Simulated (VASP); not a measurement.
# LiH (Fm-3m) in VASP: G0W0 quasiparticle levels with PBE

Aim: the G0W0 quasiparticle levels of LiH with PBE.

All numbers are computed with VASP 6.6.1; they aren't measurements. Logs are shortened: lines on timing, memory, paths and dates and some standing lists are left out, and cuts for length are marked.

## (1) The cell of the first run

It takes space group Fm-3m (No. 225, cubic). Conventional cell: a = 3.997 Å, b = 3.997 Å, c = 3.997 Å, α = 90.00°, β = 90.00°, γ = 90.00°. Li (site symmetry m-3m) has 6 H at 2.00 Å within 2.6 Å. H (site symmetry m-3m) has 6 Li at 2.00 Å within 2.6 Å.

## (2) G0W0 quasiparticle levels, PBE

Contents of POSCAR:

```
LiH
1.0
    0.0000000000      1.9984726919      1.9984726919
    1.9984726919      0.0000000000      1.9984726919
    1.9984726919      1.9984726919      0.0000000000
Li H
1 1
Direct
    0.0000000000      0.0000000000      0.0000000000
    0.5000000000      0.5000000000      0.5000000000
```

Contents of INCAR.step1:

```
ALGO = Normal
EDIFF = 1E-8
ENCUT = 500
GGA = PE
ISMEAR = 0
LASPH = True
LCHARG = False
LREAL = False
LWAVE = True
NELM = 100
PREC = Accurate
SIGMA = 0.01
```

Contents of INCAR.step2:

```
ALGO = Exact
EDIFF = 1E-8
ENCUT = 500
GGA = PE
ISMEAR = 0
ISTART = 1
LASPH = True
LCHARG = False
LOPTICS = True
LREAL = False
LWAVE = True
NBANDS = 48
NELM = 1
PREC = Accurate
SIGMA = 0.01
```

Contents of INCAR.step3:

```
ALGO = EVGW0
EDIFF = 1E-8
ENCUT = 500
ENCUTGW = 120.0
GGA = PE
ISMEAR = 0
ISTART = 1
LASPH = True
LCHARG = False
LREAL = False
LWAVE = False
NBANDS = 48
NBANDSGW = 9
NELMGW = 1
NOMEGA = 96
OMEGAMAX = 20
PREC = Accurate
PRECFOCK = Fast
SIGMA = 0.01
```

Contents of KPOINTS:

```
k-points
0
Gamma
  6 6 6
```

Potentials or basis: VASP PAW PBE potentials, release 64 (Li_GW, H_GW).

Run with:

```bash
$ cat potpaw_PBE.64/Li_GW/POTCAR potpaw_PBE.64/H_GW/POTCAR > POTCAR
$ cp INCAR.step1 INCAR
$ mpirun -np 1 vasp_std > vasp.out
$ cp INCAR.step2 INCAR
$ mpirun -np 1 vasp_std > vasp.out
$ cp INCAR.step3 INCAR
$ mpirun -np 1 vasp_std > vasp.out
```

OUTCAR:

```text
EDIFF = 1E-8
   ENCUT = 500
   ENCUTGW = 120.0
   GGA = PE
   ISMEAR = 0
   ISTART = 1
   LASPH = True
   LREAL = False
   NELMGW = 1
   PREC = Accurate
   PRECFOCK = Fast

 ion  position               nearest neighbor table
   1  0.000  0.000  0.000-   2 2.00   2 2.00   2 2.00   2 2.00   2 2.00   2 2.00
   2  0.500  0.500  0.500-   1 2.00   1 2.00   1 2.00   1 2.00   1 2.00   1 2.00

  LATTYP: Found a face centered cubic cell.
 ALAT       =     3.9969453838

  Lattice vectors:

 A1 = (   0.0000000000,   1.9984726919,   1.9984726919)
 A2 = (   1.9984726919,   0.0000000000,   1.9984726919)
 A3 = (   1.9984726919,   1.9984726919,   0.0000000000)

Analysis of symmetry for initial positions (statically):
=====================================================================
 Subroutine PRICEL returns:
 Original cell was already a primitive cell.

 Routine SETGRP: Setting up the symmetry group for a
 face centered cubic supercell.

 Subroutine GETGRP returns: Found 48 space group operations
 (whereof 48 operations were pure point group operations)
 out of a pool of 48 trial point group operations.

The static configuration has the point symmetry O_h .

Analysis of symmetry for dynamics (positions and initial velocities):
=====================================================================
 Subroutine PRICEL returns:
 Original cell was already a primitive cell.

 Routine SETGRP: Setting up the symmetry group for a
 face centered cubic supercell.

 Subroutine GETGRP returns: Found 48 space group operations
 (whereof 48 operations were pure point group operations)
 out of a pool of 48 trial point group operations.

The dynamic configuration has the point symmetry O_h .

 Subroutine INISYM returns: Found 48 space group operations
 (whereof 48 operations are pure point group operations),
 and found     1 'primitive' translations

----------------------------------------------------------------------------------------

                                     Primitive cell

  volume of cell :      15.9634

  direct lattice vectors                    reciprocal lattice vectors
     0.000000000  1.998472692  1.998472692    -0.250191059  0.250191059  0.250191059
     1.998472692  0.000000000  1.998472692     0.250191059 -0.250191059  0.250191059
     1.998472692  1.998472692  0.000000000     0.250191059  0.250191059 -0.250191059

  length of vectors
     2.826267185  2.826267185  2.826267185     0.433343627  0.433343627  0.433343627

  position of ions in fractional coordinates (direct lattice)
     0.000000000  0.000000000  0.000000000
     0.500000000  0.500000000  0.500000000

  ion indices of the primitive-cell ions
   primitive index   ion index
                 1           1
                 2           2

----------------------------------------------------------------------------------------

 KPOINTS: k-points

Automatic generation of k-mesh.
 Grid dimensions read from file:
 generate k-points for:    6    6    6

 Generating k-lattice:

  Cartesian coordinates                     Fractional coordinates (reciprocal lattice)
    -0.041698510  0.041698510  0.041698510     0.166666667  0.000000000  0.000000000
     0.041698510 -0.041698510  0.041698510     0.000000000  0.166666667  0.000000000
     0.041698510  0.041698510 -0.041698510     0.000000000  0.000000000  0.166666667

  Length of vectors
     0.072223938  0.072223938  0.072223938

  Shift w.r.t. Gamma in fractional coordinates (k-lattice)
     0.000000000  0.000000000  0.000000000

 Subroutine IBZKPT returns following result:
 ===========================================

 Found     16 irreducible k-points:

 Following reciprocal coordinates:
            Coordinates               Weight
  0.000000  0.000000  0.000000      1.000000
  0.166667  0.000000  0.000000      8.000000
  0.333333  0.000000  0.000000      8.000000
  0.500000  0.000000  0.000000      4.000000
  0.166667  0.166667  0.000000      6.000000
  0.333333  0.166667  0.000000     24.000000
[... 8 lines left out ...]
 -0.333333  0.333333  0.166667     24.000000
 -0.333333  0.500000  0.166667     12.000000
   k-points           NKPTS =     16   k-points in BZ     NKDIM =    216   number of bands    NBANDS=     48
   number of dos      NEDOS =    301   number of ions     NIONS =      2
   total plane-waves  NPLWV =  13824
   dimension x,y,z NGX =    24 NGY =   24 NGZ =   24
   dimension x,y,z NGXF=    48 NGYF=   48 NGZF=   48
   ions per type =               1   1
   NGX,Y,Z   is equivalent  to a cutoff of  14.12, 14.12, 14.12 a.u.
   NGXF,Y,Z  is equivalent  to a cutoff of  28.23, 28.23, 28.23 a.u.
 SYSTEM =  unknown system
   PREC   = accura    normal or accurate (medium, high low for compatibility)
   ISTART =      1    job   : 0-new  1-cont  2-samecut
   ICHARG =      0    charge: 1-file 2-atom 10-const
   ISPIN  =      1    spin polarized calculation?
   LNONCOLLINEAR =      F non collinear calculations
   LSORBIT =      F    spin-orbit coupling
   LASPH  =      T    aspherical Exc in radial PAW
   ENCUT  =  500.0 eV  36.75 Ry    6.06 a.u.   5.15  5.15  5.15*2*pi/ulx,y,z
   NELM   =     60;   NELMIN=  2; NELMDL=  0     # of ELM steps
   EDIFF  = 0.1E-07   stopping-criterion for ELM
   LREAL  =      F    real-space projection
   EDIFFG = 0.1E-06   stopping-criterion for IOM
   NSW    =      0    number of steps for IOM
   IBRION =     -1    ionic relax: 0-MD 1-quasi-New 2-CG
   NFREE  =      0    steps in history (QN), initial steepest desc. (CG)
   ISIF   =      0    stress and relaxation
   ISYM   =      3    0-nonsym 1-usesym 2-fastsym
   POTIM  = 0.5000    time-step for ionic-motion
   TEBEG  =    0.0;   TEEND  =   0.0 temperature during run
   PSTRESS=    0.0 pullay stress
   NELECT =       2.0000    total number of electrons
   NUPDOWN=      -1.0000    fix difference up-down
   EMIN   =  10.00;   EMAX   =-10.00  energy-range for DOS
   EFERMI =   0.00;   METHOD = LEGACY
   ISMEAR =     0;   SIGMA  =   0.01  broadening in eV -4-tet -1-fermi 0-gaus
   EFERMI_NEDOS =   21; number of points for ismear=-14 and -15
   IALGO  =     38    algorithm
   IMIX   =      4    mixing-type and parameters
     AMIX     =   0.40;   BMIX     =  1.00
     AMIX_MAG =   1.60;   BMIX_MAG =  1.00
  volume/ion in A,a.u.               =       7.98        53.86
  Fermi-wavevector in a.u.,A,eV,Ry     =   0.819175  1.548016  9.130155  0.671047
  Thomas-Fermi vector in A             =   1.929933
   LORBIT       =      0    0 simple, 1 ext, 2 COOP (PROOUT), +10 PAW based schemes
   GGA     = PE    functional components
   LHFCALC =     T    Hartree Fock is set to
   PRECFOCK=fast      Normal, Fast or Accurate (Low or Medium for compatibility)
   ENCUT4O =  -1.0   cutoff for four orbital integrals eV
   NKREDX  =     1    reduce k-point grid by
   NKREDY  =     1    reduce k-point grid by
   NKREDZ  =     1    reduce k-point grid by
   AEXX    =    1.0000 exact exchange contribution
   HFSCREEN=    0.0000 screening length (either q_TF or 0.3 A-1)
   HFSCREENC=   0.0000 screening length for correlation (either q_TF or 0.3 A-1)
   ENCUTFOCK=  -1.0 apply spherical cutoff to Coloumb kernel
   IVDW    =     0    specifies the selected vdW correction
   LEPSILON=     F    determine dielectric tensor
   LRPA    =     F    only Hartree local field effects (RPA)
   LRPAFORCE           =     F    calculate RPA forces
   ENCUTGW             = 120.0    cutoff for response function in eV
   ENCUTGWSOFT         =  96.0    soft cutoff for Coulomb kernel in GW response function in eV
   ENCUTLF             =  -1.0    cutoff for local field effects
   NELMGW              =     1    number of iterations in solving QP/BSE equation
   NELMHF              =     1    number of iterations in the inner HF iteration
   NKREDLFX            =     1    NKREDLFY  =   1   NKREDLFZ  =   1
 non-spin polarized calculation
 Gauss-broadening in eV      SIGMA  =   0.01
  energy-cutoff  :      500.00
  volume of cell :       15.96
 maximum number of plane-waves:       419
 NGX is ok and might be reduce to    24
  NGX = 12; NGY = 12; NGZ = 12
   NGX = 11   NGY = 11   NGZ = 11
 maximum number of plane-waves:        59

 QP shifts <psi_nk| G(iteration)W_0 |psi_nk>: iteration 1
 for sc-GW calculations column KS-energies equals QP-energies in previous step
 and V_xc(KS)=  KS-energies - (<T + V_ion + V_H > + <T+V_H+V_ion>^1  + <V_x>^1)

 k-point   1 :       0.0000    0.0000    0.0000
  band No.  KS-energies  QP-energies   sigma(KS)   V_xc(KS)     V^pw_x(r,r')   Z            occupation Imag(sigma)

      1      -8.1356      -9.6012     -11.5279      -9.3632     -15.2209       0.6771       2.0000       0.1948
      2      13.5626      14.2090     -10.3645     -11.3135      -4.1592       0.6811       0.0000      -0.9120
      3      15.3481      16.3799      -6.5909      -7.9775      -1.3823       0.7441       0.0000      -0.5433
      4      15.3481      16.3799      -6.5909      -7.9775      -1.3823       0.7441       0.0000      -0.5433
      5      15.3481      16.3799      -6.5909      -7.9775      -1.3823       0.7441       0.0000      -0.5433
      6      20.0866      20.5686      -6.8142      -7.2795      -1.1055       1.0359       0.0000      -2.2602
      7      20.0866      20.5686      -6.8142      -7.2795      -1.1055       1.0359       0.0000      -2.2602
      8      20.0866      20.5686      -6.8142      -7.2795      -1.1055       1.0359       0.0000      -2.2602
      9      21.7399      22.3552      -6.0174      -6.7841      -0.8226       0.8025       0.0000      -1.8322

 k-point   2 :       0.1667    0.0000    0.0000
  band No.  KS-energies  QP-energies   sigma(KS)   V_xc(KS)     V^pw_x(r,r')   Z            occupation Imag(sigma)

      1      -7.6422      -9.0858     -11.5491      -9.4227     -14.9982       0.6789       2.0000       0.1605
      2       9.9250      10.6035      -7.9024      -8.8140      -2.8650       0.7443       0.0000      -0.3658
      3      13.4960      14.1584      -8.7628      -9.6852      -2.9314       0.7182       0.0000      -0.8537
      4      14.5163      15.4171      -6.6015      -7.8045      -1.3742       0.7488       0.0000      -0.5886
      5      14.5163      15.4171      -6.6015      -7.8045      -1.3742       0.7488       0.0000      -0.5886
      6      20.0231      20.7357      -6.3970      -7.2752      -0.9296       0.8113       0.0000      -1.5790
      7      21.3497      22.3570      -6.5750      -7.6916      -1.1458       0.9020       0.0000      -1.9663
      8      21.3497      22.3570      -6.5750      -7.6916      -1.1458       0.9020       0.0000      -1.9663
      9      23.0418      24.2526      -6.7600      -8.0660      -1.4837       0.9270       0.0000      -2.2684
[... 170 lines left out ...]
 k-point  16 :      -0.3333    0.5000    0.1667
  band No.  KS-energies  QP-energies   sigma(KS)   V_xc(KS)     V^pw_x(r,r')   Z            occupation Imag(sigma)

      1      -2.8168      -4.0934     -12.9000     -11.2062     -14.5946       0.7537       2.0000       0.0485
      2       1.3575       2.0037      -6.6127      -7.4347      -3.1051       0.7860       0.0000      -0.0654
      3       4.3959       5.0941      -6.5636      -7.4774      -2.4901       0.7641       0.0000      -0.0915
      4       8.9636       9.6132      -6.8746      -7.7525      -2.1538       0.7401       0.0000      -0.2361
      5      14.9797      15.7658      -7.3983      -8.4723      -1.7610       0.7319       0.0000      -0.7525
      6      17.3004      17.7435      -6.7387      -7.3128      -1.1758       0.7718       0.0000      -1.4743
      7      26.4808      27.7714      -5.9665      -7.3675      -0.8157       0.9212       0.0000      -2.1899
      8      26.7273      28.4855      -6.6647      -8.5913      -1.4353       0.9126       0.0000      -2.3199
      9      33.2738      35.8406      -5.9150      -9.0155      -1.1328       0.8278       0.0000      -2.1448
```

It took 34 s on 1 thread of Intel Xeon 6975P-C (Granite Rapids), shared host; peak memory 0.24 GiB.

Results:

| Property | Result |
| --- | --- |
| Quasiparticle gap | 4.87 eV |
| Least direct quasiparticle gap | 4.87 eV |
| Band gap of the starting levels on the mesh | 2.98 eV |
| Least direct gap of the starting levels on the mesh | 2.98 eV |

Caveat: the k points lie up to 0.45 Å⁻¹ apart; bands, screening cutoff and mesh are small and nothing is extrapolated, so the quasiparticle values aren't converged.
